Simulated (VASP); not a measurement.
Here is a VASP 6.6.1 calculation.

Contents of INCAR:

```
PREC = Accurate
ENCUT = 520
EDIFF = 1E-6
ISMEAR = 0
SIGMA = 0.1
LREAL = False
LASPH = True
NELM = 80
ALGO = Fast
ISIF = 2
LWAVE = False
LCHARG = False
GGA = PE
NBANDS = 66
```

The input KPOINTS:

```
regular mesh
0
Gamma
  3 3 4
```

The input POSCAR:

```
InGa2As3
1.0
    6.2286440989     -3.5994236077      0.0000000000
    6.2286440989      3.5994236077      0.0000000000
    0.0000000000      0.0000000000      6.8337981225
In Ga As
2 4 6
Direct
    0.3285170626      0.6714829374      0.0009789360
    0.6714829374      0.3285170626      0.5009789360
    0.0056527542      0.3329294292      0.0002910423
    0.6670705708     -0.0056527542      0.0002910423
   -0.0056527542      0.6670705708      0.5002910423
    0.3329294292      0.0056527542      0.5002910423
    0.0178187531      0.3339181235      0.3667339325
    0.3150905805      0.6849094195      0.3914709944
    0.6660818765     -0.0178187531      0.3667339325
    0.6849094195      0.3150905805      0.8914709944
   -0.0178187531      0.6660818765      0.8667339325
    0.3339181235      0.0178187531      0.8667339325
```

Potentials or basis: VASP PAW PBE potentials, release 64 (In_d, Ga_d, As).

The run is started by

```bash
$ cat potpaw_PBE.64/In_d/POTCAR potpaw_PBE.64/Ga_d/POTCAR potpaw_PBE.64/As/POTCAR > POTCAR
$ mpirun -np 1 vasp_std > vasp.out
```

(1) Predict the pressure.

(2) Predict the band gap on the k mesh.

Results:

(1) 0.1 GPa.

(2) 0.01 eV.

Caveat: the smearing spreads over this small gap; semilocal functionals underestimate gaps, and a narrow one can read as zero; spin-orbit coupling is left out, which moves the levels of the heavy elements.
